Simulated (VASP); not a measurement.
The system is CoO.

```xyz
2
Lattice="1.5055 0.8692 2.4399 -1.5055 0.8692 2.4399 0.0000 -1.7384 2.4399" Properties=species:S:1:pos:R:3 pbc="T T T"
Co    0.0000    0.0000    0.0000
O     0.0000    0.0000    3.6599
```

Base run:

```yaml
Program: VASP 6.6.1
Functional: PBE
Potentials_or_basis: VASP PAW PBE potentials, release 64 (Co, O)
Cutoff: 520 eV
k_mesh: 16 × 16 × 16
Occupations: fermi-dirac, width 0.02 eV
Spin: no spin polarisation
```

Its results: pressure -18.6 GPa.

**Question.** The run is repeated on the same cell with these changes: spin from no spin polarisation to collinear spin, ferromagnetic start; further incar settings from ALGO = Normal; EDIFF = 1e-06; NBANDS = 14 to ALGO = Normal; EDIFF = 1e-06; NBANDS = 18. What comes out?

**Answer.** Pressure -0.5 GPa; net moment 2.91 μB per cell; site moments Co +2.56; O +0.30 μB.

Caveats: an odd number of electrons without spin polarisation forces a metal (some runs); a magnetic or distorted state may lie lower (some runs); a cell with one magnetic atom can't hold antiferromagnetic order, which such compounds often take (some runs).
